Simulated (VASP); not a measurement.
# InP (F-43m) in VASP: further runs

The runs below take InP through single point, relaxation of cell and atoms, with HSE06, RPBE+D3(BJ).

Program: VASP 6.6.1. These are calculated values, not measurements. Logs are shortened: lines on timing, memory, paths and dates and some standing lists are left out, and cuts for length are marked.

### Step 1. The cell of the first run

It takes space group F-43m (No. 216, cubic). The conventional cell has a = 5.900 Å, b = 5.900 Å, c = 5.900 Å, α = 90.00°, β = 90.00°, γ = 90.00°. In (site symmetry -43m) has 4 P at 2.55 Å within 3.4 Å. Within 3.4 Å of P (site symmetry -43m) lie 4 In at 2.55 Å.

### Step 2. Single point, HSE06

Input file POSCAR:

```
InP
1.0
    0.0000000000      2.9499078504      2.9499078504
    2.9499078504      0.0000000000      2.9499078504
    2.9499078504      2.9499078504      0.0000000000
In P
1 1
Direct
    0.0000000000      0.0000000000      0.0000000000
    0.7500000000      0.7500000000      0.7500000000
```

Input file INCAR.step1:

```
SYSTEM = InP
  PREC = Accurate
  ENCUT = 520
  EDIFF = 1E-5
  ISMEAR = -1
  SIGMA = 0.05
  LREAL = .FALSE.
  LASPH = .TRUE.
  NELM = 80
  ALGO = Normal
  ISIF = 2
  LWAVE = .TRUE.
  NBANDS = 16
  GGA = PE
```

Input file INCAR.step2:

```
SYSTEM = InP
  PREC = Accurate
  ENCUT = 520
  EDIFF = 1E-6
  ISMEAR = -1
  SIGMA = 0.05
  LREAL = .FALSE.
  LASPH = .TRUE.
  NELM = 80
  ALGO = Normal
  ISIF = 2
  LWAVE = .FALSE.
  LCHARG = .TRUE.
  GGA = PE
  LHFCALC = .TRUE.
  HFSCREEN = 0.2079
  PRECFOCK = Normal
  LELF = .TRUE.
  LVHAR = .TRUE.
  NBANDS = 16
  ISTART = 1
```

Input file KPOINTS:

```
regular mesh
0
G
  4 4 4
  0 0 0
```

Potentials or basis: VASP PAW PBE potentials, release 64 (In_d, P).

Launch:

```console
> cat potpaw_PBE.64/In_d/POTCAR potpaw_PBE.64/P/POTCAR > POTCAR
> cp INCAR.step1 INCAR
> mpirun -np 1 vasp_std > vasp.out
> cp INCAR.step2 INCAR
> mpirun -np 1 vasp_std > vasp.out
```

OUTCAR:

```text
SYSTEM = InP
   PREC = Accurate
   ENCUT = 520
   EDIFF = 1E-6
   ISMEAR = -1
   LREAL = .FALSE.
   LASPH = .TRUE.
   NELM = 80
   ISIF = 2
   GGA = PE
   LHFCALC = .TRUE.
   HFSCREEN = 0.2079
   PRECFOCK = Normal
   ISTART = 1

 ion  position               nearest neighbor table
   1  0.000  0.000  0.000-   2 2.55   2 2.55   2 2.55   2 2.55
   2  0.750  0.750  0.750-   1 2.55   1 2.55   1 2.55   1 2.55

  LATTYP: Found a face centered cubic cell.
 ALAT       =     5.8998157008

  Lattice vectors:

 A1 = (   0.0000000000,   2.9499078504,   2.9499078504)
 A2 = (   2.9499078504,   0.0000000000,   2.9499078504)
 A3 = (   2.9499078504,   2.9499078504,   0.0000000000)

Analysis of symmetry for initial positions (statically):
=====================================================================
 Subroutine PRICEL returns:
 Original cell was already a primitive cell.

 Routine SETGRP: Setting up the symmetry group for a
 face centered cubic supercell.

 Subroutine GETGRP returns: Found 24 space group operations
 (whereof 24 operations were pure point group operations)
 out of a pool of 48 trial point group operations.

The static configuration has the point symmetry T_d .

Analysis of symmetry for dynamics (positions and initial velocities):
=====================================================================
 Subroutine PRICEL returns:
 Original cell was already a primitive cell.

 Routine SETGRP: Setting up the symmetry group for a
 face centered cubic supercell.

 Subroutine GETGRP returns: Found 24 space group operations
 (whereof 24 operations were pure point group operations)
 out of a pool of 48 trial point group operations.

The dynamic configuration has the point symmetry T_d .

 Subroutine INISYM returns: Found 24 space group operations
 (whereof 24 operations are pure point group operations),
 and found     1 'primitive' translations

----------------------------------------------------------------------------------------

                                     Primitive cell

  volume of cell :      51.3399

  direct lattice vectors                    reciprocal lattice vectors
     0.000000000  2.949907850  2.949907850    -0.169496820  0.169496820  0.169496820
     2.949907850  0.000000000  2.949907850     0.169496820 -0.169496820  0.169496820
     2.949907850  2.949907850  0.000000000     0.169496820  0.169496820 -0.169496820

  length of vectors
     4.171799690  4.171799690  4.171799690     0.293577104  0.293577104  0.293577104

  position of ions in fractional coordinates (direct lattice)
     0.000000000  0.000000000  0.000000000
     0.750000000  0.750000000  0.750000000

  ion indices of the primitive-cell ions
   primitive index   ion index
                 1           1
                 2           2

----------------------------------------------------------------------------------------

 KPOINTS: regular mesh

Automatic generation of k-mesh.
 Grid dimensions read from file:
 generate k-points for:    4    4    4

 Generating k-lattice:

  Cartesian coordinates                     Fractional coordinates (reciprocal lattice)
    -0.042374205  0.042374205  0.042374205     0.250000000  0.000000000  0.000000000
     0.042374205 -0.042374205  0.042374205     0.000000000  0.250000000  0.000000000
     0.042374205  0.042374205 -0.042374205     0.000000000  0.000000000  0.250000000

  Length of vectors
     0.073394276  0.073394276  0.073394276

  Shift w.r.t. Gamma in fractional coordinates (k-lattice)
     0.000000000  0.000000000  0.000000000

 Subroutine IBZKPT returns following result:
 ===========================================

 Found      8 irreducible k-points:

 Following reciprocal coordinates:
            Coordinates               Weight
  0.000000  0.000000  0.000000      1.000000
  0.250000  0.000000  0.000000      8.000000
  0.500000  0.000000  0.000000      4.000000
  0.250000  0.250000  0.000000      6.000000
  0.500000  0.250000  0.000000     24.000000
 -0.250000  0.250000  0.000000     12.000000
  0.500000  0.500000  0.000000      3.000000
 -0.250000  0.500000  0.250000      6.000000
   k-points           NKPTS =      8   k-points in BZ     NKDIM =     64   number of bands    NBANDS=     16
   number of dos      NEDOS =    301   number of ions     NIONS =      2
   total plane-waves  NPLWV =  32768
   dimension x,y,z NGX =    32 NGY =   32 NGZ =   32
   dimension x,y,z NGXF=    64 NGYF=   64 NGZF=   64
   ions per type =               1   1
   NGX,Y,Z   is equivalent  to a cutoff of  12.75, 12.75, 12.75 a.u.
   NGXF,Y,Z  is equivalent  to a cutoff of  25.50, 25.50, 25.50 a.u.
 SYSTEM =  InP
   PREC   = accura    normal or accurate (medium, high low for compatibility)
   ISTART =      1    job   : 0-new  1-cont  2-samecut
   ICHARG =      0    charge: 1-file 2-atom 10-const
   ISPIN  =      1    spin polarized calculation?
   LNONCOLLINEAR =      F non collinear calculations
   LSORBIT =      F    spin-orbit coupling
   LASPH  =      T    aspherical Exc in radial PAW
   ENCUT  =  520.0 eV  38.22 Ry    6.18 a.u.   7.76  7.76  7.76*2*pi/ulx,y,z
   NELM   =     80;   NELMIN=  2; NELMDL=  0     # of ELM steps
   EDIFF  = 0.1E-05   stopping-criterion for ELM
   LREAL  =      F    real-space projection
   EDIFFG = 0.1E-04   stopping-criterion for IOM
   NSW    =      0    number of steps for IOM
   IBRION =     -1    ionic relax: 0-MD 1-quasi-New 2-CG
   NFREE  =      0    steps in history (QN), initial steepest desc. (CG)
   ISIF   =      2    stress and relaxation
   ISYM   =      3    0-nonsym 1-usesym 2-fastsym
   POTIM  = 0.5000    time-step for ionic-motion
   TEBEG  =    0.0;   TEEND  =   0.0 temperature during run
   PSTRESS=    0.0 pullay stress
   NELECT =      18.0000    total number of electrons
   NUPDOWN=      -1.0000    fix difference up-down
   EMIN   =  10.00;   EMAX   =-10.00  energy-range for DOS
   EFERMI =   0.00;   METHOD = LEGACY
   ISMEAR =    -1;   SIGMA  =   0.05  broadening in eV -4-tet -1-fermi 0-gaus
   EFERMI_NEDOS =   21; number of points for ismear=-14 and -15
   IALGO  =     38    algorithm
   IMIX   =      1    mixing-type and parameters
     AMIX     =   0.40;   BMIX     =  1.00
     AMIX_MAG =   1.60;   BMIX_MAG =  1.00
  volume/ion in A,a.u.               =      25.67       173.23
  Fermi-wavevector in a.u.,A,eV,Ry     =   1.154376  2.181454 18.130899  1.332584
  Thomas-Fermi vector in A             =   2.291013
   LORBIT       =      0    0 simple, 1 ext, 2 COOP (PROOUT), +10 PAW based schemes
   GGA     = PE    functional components
   LHFCALC =     T    Hartree Fock is set to
   PRECFOCK=normal    Normal, Fast or Accurate (Low or Medium for compatibility)
   ENCUT4O =  -1.0   cutoff for four orbital integrals eV
   NKREDX  =     1    reduce k-point grid by
   NKREDY  =     1    reduce k-point grid by
   NKREDZ  =     1    reduce k-point grid by
   AEXX    =    0.2500 exact exchange contribution
   HFSCREEN=    0.2079 screening length (either q_TF or 0.3 A-1)
   HFSCREENC=   0.2079 screening length for correlation (either q_TF or 0.3 A-1)
   ENCUTFOCK=  -1.0 apply spherical cutoff to Coloumb kernel
   IVDW    =     0    specifies the selected vdW correction
   LEPSILON=     F    determine dielectric tensor
   LRPA    =     F    only Hartree local field effects (RPA)
 non-spin polarized calculation
  energy-cutoff  :      520.00
  volume of cell :       51.34
 maximum number of plane-waves:      1411
 NGX is ok and might be reduce to    32
  NGX = 24; NGY = 24; NGZ = 24

 number of electron      18.0000009 magnetization

 Free energy of the ion-electron system (eV)
  ---------------------------------------------------
  ext. energy  EPLUGINS =         0.00000000
  ---------------------------------------------------
  free energy    TOTEN  =        -9.90110747 eV

  energy without entropy =       -9.90110741  energy(sigma->0) =       -9.90110744

 E-fermi :   5.3060     XC(G=0):  -7.6473

 val. band max:        4.5719455796   @ k =   0.0000   0.0000   0.0000
 cond. band min:       5.9850113364   @ k =   0.0000   0.0000   0.0000
 fundamental gap:      1.4130657568
 Fermi energy:         5.3059614387

 k-point     1 :       0.0000    0.0000    0.0000
  band No.  band energies     occupation
      1     -11.2980      2.00000
      2     -11.2980      2.00000
      3     -11.2980      2.00000
      4     -11.1470      2.00000
      5     -11.1470      2.00000
      6      -8.0094      2.00000
[... 8 lines left out ...]
     15      15.0329      0.00000
     16      15.0329      0.00000

 k-point     2 :       0.2500    0.0000    0.0000
  band No.  band energies     occupation
      1     -11.3516      2.00000
      2     -11.2758      2.00000
      3     -11.2758      2.00000
      4     -11.1448      2.00000
      5     -11.1448      2.00000
      6      -7.2966      2.00000
[... 8 lines left out ...]
     15      14.1045      0.00000
     16      14.5895      0.00000

 k-point     3 :       0.5000    0.0000    0.0000
  band No.  band energies     occupation
      1     -11.4018      2.00000
      2     -11.2603      2.00000
      3     -11.2603      2.00000
      4     -11.1354      2.00000
      5     -11.1354      2.00000
      6      -6.2025      2.00000
[... 8 lines left out ...]
     15      16.3527      0.00000
     16      16.3527      0.00000

 k-point     4 :       0.2500    0.2500    0.0000
  band No.  band energies     occupation
      1     -11.3896      2.00000
      2     -11.2496      2.00000
      3     -11.2496      2.00000
      4     -11.1680      2.00000
      5     -11.1313      2.00000
      6      -7.0592      2.00000
[... 8 lines left out ...]
     15      15.6338      0.00000
     16      17.6975      0.00000

 k-point     5 :       0.5000    0.2500    0.0000
  band No.  band energies     occupation
      1     -11.4256      2.00000
      2     -11.2381      2.00000
      3     -11.2274      2.00000
      4     -11.1654      2.00000
      5     -11.1282      2.00000
      6      -5.9247      2.00000
[... 8 lines left out ...]
     15      16.4973      0.00000
     16      17.7142      0.00000

 k-point     6 :      -0.2500    0.2500    0.0000
  band No.  band energies     occupation
      1     -11.3984      2.00000
      2     -11.2531      2.00000
      3     -11.2476      2.00000
      4     -11.1482      2.00000
      5     -11.1426      2.00000
      6      -6.3315      2.00000
[... 8 lines left out ...]
     15      16.0229      0.00000
     16      17.5902      0.00000

 k-point     7 :       0.5000    0.5000    0.0000
  band No.  band energies     occupation
      1     -11.4664      2.00000
      2     -11.1991      2.00000
      3     -11.1991      2.00000
      4     -11.1935      2.00000
      5     -11.1155      2.00000
      6      -5.5106      2.00000
[... 8 lines left out ...]
     15      16.5351      0.00000
     16      17.5121      0.00000

 k-point     8 :      -0.2500    0.5000    0.2500
  band No.  band energies     occupation
      1     -11.4348      2.00000
      2     -11.2400      2.00000
      3     -11.2063      2.00000
      4     -11.1662      2.00000
      5     -11.1337      2.00000
      6      -5.4363      2.00000
[... 8 lines left out ...]
     15      17.0681      0.00000
     16      17.6662      0.00000

------------------------ aborting loop because EDIFF is reached ----------------------------------------

  FORCE on cell =-STRESS in cart. coord.  units (eV):
  Direction    XX          YY          ZZ          XY          YZ          ZX
  --------------------------------------------------------------------------------------
  -------------------------------------------------------------------------------------
  Total        0.0286645      0.0286645      0.0286645     -0.0000000      0.0000000      0.0000000
  in kB        0.8945390      0.8945390      0.8945390     -0.0000000      0.0000000      0.0000000
  external PRESSURE =       0.8945390 kB  Pullay stress =       0.0000000 kB

 VOLUME and BASIS-vectors are now :
 -----------------------------------------------------------------------------
  energy-cutoff  :      520.00
  volume of cell :       51.34
      direct lattice vectors                 reciprocal lattice vectors
     0.000000000  2.949907850  2.949907850    -0.169496820  0.169496820  0.169496820
     2.949907850  0.000000000  2.949907850     0.169496820 -0.169496820  0.169496820
     2.949907850  2.949907850  0.000000000     0.169496820  0.169496820 -0.169496820

 POSITION                                       TOTAL-FORCE (eV/Angst)
 -----------------------------------------------------------------------------------
      0.00000      0.00000      0.00000        -0.000000     -0.000000      0.000000
      4.42486      4.42486      4.42486         0.000000      0.000000     -0.000000
 -----------------------------------------------------------------------------------
    total drift:                               -0.000086     -0.000088     -0.000047

  FREE ENERGIE OF THE ION-ELECTRON SYSTEM (eV)
  ---------------------------------------------------
  free  energy   TOTEN  =        -9.9011074707 eV

  energy  without entropy=       -9.9011074109  energy(sigma->0) =       -9.90110744
```

Wall time 4 min (1 thread of Intel Xeon 6975P-C (Granite Rapids), shared host); peak memory 0.28 GiB.

Results:

```
Free energy            : -9.9011 eV
Pressure               : 0.1 GPa
Band gap on the k mesh : 1.41 eV
```

Levels at points of the mesh, in eV from the valence-band top:
```csv
k point,band 5,band 6,band 7,band 8,band 9,band 10,band 11,band 12,band 13,band 14
"(0.00, 0.00, 0.00)",-15.72,-12.58,0.00,0.00,0.00,1.41,4.91,4.91,4.91,9.49
"(0.50, 0.00, 0.00)",-15.71,-10.77,-6.13,-1.03,-1.03,2.22,5.65,5.65,8.00,10.49
"(0.50, 0.50, 0.00)",-15.69,-10.08,-6.15,-2.47,-2.47,2.40,3.00,10.30,10.77,10.77
```

Caveat: the k points lie up to 0.46 Å⁻¹ apart; the PAW data sets were made with another functional, which shifts forces and pressure a little; spin-orbit coupling is left out, which moves the levels of the heavy elements.

(Continued in part 2 of 2.)
